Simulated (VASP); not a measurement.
# Mo16H (a cell with a defect) in VASP: single point with PBE

Aim: the single point of Mo16H (a cell with a defect) with PBE.

Everything below comes from runs of VASP 6.6.1. Logs are shortened: lines on timing, memory, paths and dates and some standing lists are left out, and cuts for length are marked.

## (1) The cell of the first run

The cell holds a defect, 17 atoms: a = 6.323 Å, b = 6.323 Å, c = 6.323 Å, α = 90.00°, β = 90.00°, γ = 90.00°.

## (2) Single point, PBE

Input file INCAR:

```
PREC = Accurate ; ENCUT = 520
EDIFF = 1E-6 ; ISMEAR = 1
SIGMA = 0.1 ; LREAL = Auto
LASPH = True ; NELM = 80
ALGO = Normal ; ISIF = 2
LWAVE = False ; LCHARG = True
GGA = PE ; LELF = True
LVHAR = True ; NBANDS = 126
```

Input file KPOINTS:

```
regular mesh
0
Gamma
  3 3 3
```

Input file POSCAR:

```
Mo16H
1.0
    6.3226243300      0.0000000000      0.0000000000
    0.0000000000      6.3226243300      0.0000000000
    0.0000000000      0.0000000000      6.3226243300
Mo H
16 1
Direct
   -0.0006645974      0.0005660624     -0.0002318657
    0.2566038903      0.2515183438      0.2398018482
   -0.0070744358     -0.0085203544      0.4997684245
    0.2565074114      0.2515199254      0.7598835150
   -0.0006783576      0.5024443703     -0.0002328147
    0.2501764959      0.7515077208      0.2488703927
   -0.0070625737      0.5115015271      0.4997657357
    0.2501371136      0.7515085117      0.7507360476
    0.5019431544     -0.0005269964     -0.0002182638
    0.7494256740      0.2515159714      0.2486084762
    0.5000539072      0.0002747277      0.4997719041
    0.7494074854      0.2515172367      0.7510966574
    0.5019357207      0.5035171843     -0.0002171567
    0.7475563553      0.7515105678      0.2478244663
    0.5000652949      0.5027444039      0.4997720622
    0.7475432278      0.7515104096      0.7518684888
    0.1247784083      0.2514870277      0.4997881948
```

Potentials or basis: VASP PAW PBE potentials, release 64 (Mo_sv, H).

Command:

```console
cat potpaw_PBE.64/Mo_sv/POTCAR potpaw_PBE.64/H/POTCAR > POTCAR
mpirun -np 1 vasp_std > vasp.out
```

OUTCAR:

```text
PREC = Accurate
   ENCUT = 520
   EDIFF = 1E-6
   ISMEAR = 1
   LREAL = Auto
   LASPH = True
   NELM = 80
   ISIF = 2
   GGA = PE

 ion  position               nearest neighbor table
   1  0.999  0.001  1.000-   4 2.73   2 2.73  16 2.73   8 2.73  14 2.73   6 2.73  12 2.74  10 2.74
                             9 3.14   5 3.15   3 3.16   3 3.16   5 3.17   9 3.18
   2  0.257  0.252  0.240-  17 1.84  13 2.69   9 2.69   5 2.73   1 2.73  15 2.76  11 2.76   7 2.86
                             3 2.86   4 3.03  10 3.12   6 3.16   6 3.16  10 3.21   4 3.29
   3  0.993  0.991  0.500-  17 1.84  14 2.69  16 2.69   6 2.73   8 2.73  10 2.76  12 2.76   2 2.86
                             4 2.86   7 3.03  11 3.12   1 3.16   1 3.16  11 3.21   7 3.29
   4  0.257  0.252  0.760-  17 1.84  13 2.69   9 2.69   5 2.73   1 2.73  15 2.76  11 2.76   7 2.86
                             3 2.86   2 3.03  12 3.12   8 3.16   8 3.16  12 3.21   2 3.29
   5  0.999  0.502  1.000-   4 2.73   2 2.73  16 2.73  14 2.73   8 2.73   6 2.73  12 2.74  10 2.74
                            13 3.14   1 3.15   7 3.16   7 3.16   1 3.17  13 3.18
   6  0.250  0.752  0.249-   3 2.73   7 2.73   9 2.73  13 2.73   1 2.73   5 2.73  11 2.74  15 2.74
                            14 3.14   8 3.15   2 3.16   2 3.16   8 3.17  14 3.18
   7  0.993  0.512  0.500-  17 1.84  14 2.69  16 2.69   6 2.73   8 2.73  10 2.76  12 2.76   2 2.86
                             4 2.86   3 3.03  15 3.12   5 3.16   5 3.16  15 3.21   3 3.29
   8  0.250  0.752  0.751-   3 2.73   7 2.73   9 2.73  13 2.73   1 2.73   5 2.73  11 2.74  15 2.74
                            16 3.14   6 3.15   4 3.16   4 3.16   6 3.17  16 3.18
   9  0.502  0.999  1.000-   4 2.69   2 2.69  16 2.71  14 2.71  12 2.73  10 2.73   8 2.73   6 2.73
                            13 3.14   1 3.14  11 3.16  11 3.16   1 3.18  13 3.19
  10  0.749  0.252  0.249-  13 2.73   9 2.73   5 2.74   1 2.74  15 2.74  11 2.74   7 2.76   3 2.76
                             2 3.12  12 3.15  14 3.16  14 3.16  12 3.18   2 3.21
  11  0.500  0.000  0.500-  14 2.73  16 2.73   6 2.74   8 2.74  10 2.74  12 2.74   2 2.76   4 2.76
                             3 3.12  15 3.15   9 3.16   9 3.16  15 3.18   3 3.21
  12  0.749  0.252  0.751-  13 2.73   9 2.73   5 2.74   1 2.74  15 2.74  11 2.74   7 2.76   3 2.76
                             4 3.12  10 3.15  16 3.16  16 3.16  10 3.18   4 3.21
  13  0.502  0.504  1.000-   4 2.69   2 2.69  16 2.71  14 2.71  12 2.73  10 2.73   8 2.73   6 2.73
                             9 3.14   5 3.14  15 3.16  15 3.16   5 3.18   9 3.19
  14  0.748  0.752  0.248-   3 2.69   7 2.69   9 2.71  13 2.71  15 2.73  11 2.73   5 2.73   1 2.73
                            16 3.14   6 3.14  10 3.16  10 3.16   6 3.18  16 3.19
  15  0.500  0.503  0.500-  14 2.73  16 2.73   6 2.74   8 2.74  10 2.74  12 2.74   2 2.76   4 2.76
                             7 3.12  11 3.15  13 3.16  13 3.16  11 3.18   7 3.21
  16  0.748  0.752  0.752-   3 2.69   7 2.69   9 2.71  13 2.71  15 2.73  11 2.73   5 2.73   1 2.73
                            14 3.14   8 3.14  12 3.16  12 3.16   8 3.18  14 3.19
  17  0.125  0.251  0.500-   2 1.84   3 1.84   7 1.84   4 1.84

  LATTYP: Found a simple cubic cell.
 ALAT       =     6.3226243300

  Lattice vectors:

 A1 = (   6.3226243300,   0.0000000000,   0.0000000000)
 A2 = (   0.0000000000,   6.3226243300,   0.0000000000)
 A3 = (   0.0000000000,   0.0000000000,   6.3226243300)

Analysis of symmetry for initial positions (statically):
=====================================================================
 Subroutine PRICEL returns:
 Original cell was already a primitive cell.

 Routine SETGRP: Setting up the symmetry group for a
 simple cubic supercell.

 Subroutine GETGRP returns: Found  1 space group operations
 (whereof  1 operations were pure point group operations)
 out of a pool of 48 trial point group operations.

The static configuration has the point symmetry C_1 .

Analysis of symmetry for dynamics (positions and initial velocities):
=====================================================================
 Subroutine PRICEL returns:
 Original cell was already a primitive cell.

 Routine SETGRP: Setting up the symmetry group for a
 simple cubic supercell.

 Subroutine GETGRP returns: Found  1 space group operations
 (whereof  1 operations were pure point group operations)
 out of a pool of 48 trial point group operations.

The dynamic configuration has the point symmetry C_1 .

 Subroutine INISYM returns: Found  1 space group operations
 (whereof  1 operations are pure point group operations),
 and found     1 'primitive' translations

----------------------------------------------------------------------------------------

                                     Primitive cell

  volume of cell :     252.7506

  direct lattice vectors                    reciprocal lattice vectors
     6.322624330  0.000000000  0.000000000     0.158162173  0.000000000  0.000000000
     0.000000000  6.322624330  0.000000000     0.000000000  0.158162173  0.000000000
[... 71 lines left out ...]
            Coordinates               Weight
  0.000000  0.000000  0.000000      1.000000
  0.333333  0.000000  0.000000      2.000000
  0.000000  0.333333  0.000000      2.000000
  0.000000  0.000000  0.333333      2.000000
  0.333333  0.333333  0.000000      2.000000
  0.000000  0.333333  0.333333      2.000000
  0.333333  0.000000  0.333333      2.000000
 -0.333333  0.333333  0.000000      2.000000
 -0.333333  0.000000  0.333333      2.000000
  0.000000 -0.333333  0.333333      2.000000
  0.333333  0.333333  0.333333      2.000000
 -0.333333  0.333333  0.333333      2.000000
 -0.333333 -0.333333  0.333333      2.000000
  0.333333 -0.333333  0.333333      2.000000
   k-points           NKPTS =     14   k-points in BZ     NKDIM =     14   number of bands    NBANDS=    126
   number of dos      NEDOS =    301   number of ions     NIONS =     17
   total plane-waves  NPLWV = 110592
   dimension x,y,z NGX =    48 NGY =   48 NGZ =   48
   dimension x,y,z NGXF=    96 NGYF=   96 NGZF=   96
   ions per type =              16   1
   NGX,Y,Z   is equivalent  to a cutoff of  12.62, 12.62, 12.62 a.u.
   NGXF,Y,Z  is equivalent  to a cutoff of  25.24, 25.24, 25.24 a.u.
 SYSTEM =  unknown system
   PREC   = accura    normal or accurate (medium, high low for compatibility)
   ISTART =      0    job   : 0-new  1-cont  2-samecut
   ICHARG =      2    charge: 1-file 2-atom 10-const
   ISPIN  =      1    spin polarized calculation?
   LNONCOLLINEAR =      F non collinear calculations
   LSORBIT =      F    spin-orbit coupling
   LASPH  =      T    aspherical Exc in radial PAW
   ENCUT  =  520.0 eV  38.22 Ry    6.18 a.u.  11.76 11.76 11.76*2*pi/ulx,y,z
   NELM   =     80;   NELMIN=  2; NELMDL= -5     # of ELM steps
   EDIFF  = 0.1E-05   stopping-criterion for ELM
   LREAL  =      T    real-space projection
   EDIFFG = 0.1E-04   stopping-criterion for IOM
   NSW    =      0    number of steps for IOM
   IBRION =     -1    ionic relax: 0-MD 1-quasi-New 2-CG
   NFREE  =      0    steps in history (QN), initial steepest desc. (CG)
   ISIF   =      2    stress and relaxation
   ISYM   =      2    0-nonsym 1-usesym 2-fastsym
   POTIM  = 0.5000    time-step for ionic-motion
   TEBEG  =    0.0;   TEEND  =   0.0 temperature during run
   PSTRESS=    0.0 pullay stress
   NELECT =     225.0000    total number of electrons
   NUPDOWN=      -1.0000    fix difference up-down
   EMIN   =  10.00;   EMAX   =-10.00  energy-range for DOS
   EFERMI =   0.00;   METHOD = LEGACY
   ISMEAR =     1;   SIGMA  =   0.10  broadening in eV -4-tet -1-fermi 0-gaus
   EFERMI_NEDOS =   21; number of points for ismear=-14 and -15
   IALGO  =     38    algorithm
   IMIX   =      4    mixing-type and parameters
     AMIX     =   0.40;   BMIX     =  1.00
     AMIX_MAG =   1.60;   BMIX_MAG =  1.00
  volume/ion in A,a.u.               =      14.87       100.33
  Fermi-wavevector in a.u.,A,eV,Ry     =   1.574847  2.976029 33.744383  2.480142
  Thomas-Fermi vector in A             =   2.675919
   LORBIT       =      0    0 simple, 1 ext, 2 COOP (PROOUT), +10 PAW based schemes
   GGA     = PE    functional components
   LHFCALC =     F    Hartree Fock is set to
   AEXX    =    0.0000 exact exchange contribution
   IVDW    =     0    specifies the selected vdW correction
   LEPSILON=     F    determine dielectric tensor
   LRPA    =     F    only Hartree local field effects (RPA)
 non-spin polarized calculation
 Methfessel and Paxton  Order N= 1 SIGMA  =   0.10
  energy-cutoff  :      520.00
  volume of cell :      252.75
 maximum number of plane-waves:      6859
   NGX = 23   NGY = 23   NGZ = 23

 number of electron     225.0000027 magnetization

 Free energy of the ion-electron system (eV)
  ---------------------------------------------------
  ext. energy  EPLUGINS =         0.00000000
  ---------------------------------------------------
  free energy    TOTEN  =      -177.86760395 eV

  energy without entropy =     -177.83928237  energy(sigma->0) =     -177.85816342

 E-fermi :  12.6328     XC(G=0): -13.3650

 val. band max:       12.6309611076   @ k =   0.0000   0.3333   0.0000
 cond. band min:      12.6451483367   @ k =   0.0000   0.3333   0.3333
 fundamental gap:      0.0141872292
 Fermi energy:        12.6327504144

 k-point     1 :       0.0000    0.0000    0.0000
  band No.  band energies     occupation
      1     -48.7865      2.00000
      2     -48.5912      2.00000
      3     -48.5603      2.00000
      4     -48.5602      2.00000
      5     -48.5505      2.00000
      6     -48.5391      2.00000
[... 1767 lines left out ...]
    123      13.8757     -0.00000
    124      13.9066     -0.00000
 [bands above 124 left out]

------------------------ aborting loop because EDIFF is reached ----------------------------------------

  FORCE on cell =-STRESS in cart. coord.  units (eV):
  Direction    XX          YY          ZZ          XY          YZ          ZX
  --------------------------------------------------------------------------------------
  -------------------------------------------------------------------------------------
  Total        5.2854289      5.4774967      5.4863765      0.0007820     -0.0001696     -0.0001421
  in kB       33.5041561     34.7216673     34.7779563      0.0049568     -0.0010750     -0.0009006
  external PRESSURE =      34.3345932 kB  Pullay stress =       0.0000000 kB

 VOLUME and BASIS-vectors are now :
 -----------------------------------------------------------------------------
  energy-cutoff  :      520.00
  volume of cell :      252.75
      direct lattice vectors                 reciprocal lattice vectors
     6.322624330  0.000000000  0.000000000     0.158162173  0.000000000  0.000000000
     0.000000000  6.322624330  0.000000000     0.000000000  0.158162173  0.000000000
     0.000000000  0.000000000  6.322624330     0.000000000  0.000000000  0.158162173

 POSITION                                       TOTAL-FORCE (eV/Angst)
 -----------------------------------------------------------------------------------
      6.31842      0.00358      6.32116         0.000380      0.000466      0.003368
      1.62241      1.59026      1.51618        -0.008388     -0.000689      0.005410
      6.27790      6.26875      3.15985         0.005458      0.006366     -0.000171
      1.62180      1.59027      4.80446        -0.002886     -0.000737     -0.007857
      6.31834      3.17677      6.32115        -0.000747     -0.001339      0.002885
      1.58177      4.75150      1.57351        -0.001046      0.000768      0.000748
[... 9 lines left out ...]
      4.72643      4.75152      4.75378        -0.001357     -0.000026     -0.005365
      0.78893      1.59006      3.15997        -0.000323      0.000490      0.000833
 -----------------------------------------------------------------------------------
    total drift:                                0.003428     -0.004343      0.001050

  FREE ENERGIE OF THE ION-ELECTRON SYSTEM (eV)
  ---------------------------------------------------
  free  energy   TOTEN  =      -177.8676039494 eV

  energy  without entropy=     -177.8392823705  energy(sigma->0) =     -177.85816342
```

Wall time 10 min (1 thread of Intel Xeon Platinum 8488C (Sapphire Rapids), shared host); peak memory 0.48 GiB.

What came out:

- Free energy: -177.8676 eV
- Pressure: 3.4 GPa
- Largest force: 0.010 eV/Å
- Band gap on the k mesh: zero (an odd number of electrons rules out a gap without spin polarisation)

Forces in eV/Å, atoms in the order of the input:
```
Mo   0.000  0.000  0.003
Mo  -0.008 -0.001  0.005
Mo   0.005  0.006  0.000
Mo  -0.003 -0.001 -0.008
Mo  -0.001 -0.001  0.003
Mo  -0.001  0.001  0.001
Mo   0.006 -0.005  0.000
Mo   0.002  0.000 -0.001
Mo   0.001  0.004  0.000
Mo   0.001  0.000 -0.004
Mo   0.000 -0.003  0.002
Mo   0.000  0.000 -0.001
Mo   0.001 -0.003  0.000
Mo  -0.001  0.000  0.002
Mo   0.000  0.001  0.001
Mo  -0.001  0.000 -0.005
H    0.000  0.000  0.001
```
